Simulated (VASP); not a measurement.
SbS3, 4 atoms in the cell. It takes space group Pm-3m (No. 221, cubic). Conventional cell: a = 4.242 Å, b = 4.242 Å, c = 4.242 Å, α = 90.00°, β = 90.00°, γ = 90.00°. Sb (site symmetry m-3m) has 12 S at 3.00 Å within 3.9 Å. S (site symmetry 4/mmm) has 4 Sb at 3.00 Å and 8 S at 3.00 Å within 3.9 Å. 

- Program: VASP 6.6.1
- Task: relaxation of cell and atoms
- Functional: PBE
- Potentials or basis: VASP PAW PBE potentials, release 64 (Sb, S)
- Cutoff: 600 eV
- k mesh: 12 × 12 × 12
- Occupations: gaussian, width 0.1 eV
- Spin: no spin polarisation
- Dipole correction: no
- Further INCAR settings: ALGO = Normal; EDIFF = 1e-07; IBRION = 2; EDIFFG = -0.01; NSW = 100; ISIF = 3

Potentials or basis: VASP PAW PBE potentials, release 64 (Sb, S).

Command:

```bash
$ cat potpaw_PBE.64/Sb/POTCAR potpaw_PBE.64/S/POTCAR > POTCAR
$ mpirun -np 1 vasp_std > vasp.out
```

Hardware: 1 thread of AMD EPYC 7R13 (shared host).

**Question.** How long does it take, and how much memory?

**Answer.** Run time: 5.9 min on 1 thread of AMD EPYC 7R13 (shared host), peak memory 0.26 GiB. Counts: scf iterations 29, k points 84, ion steps 3.
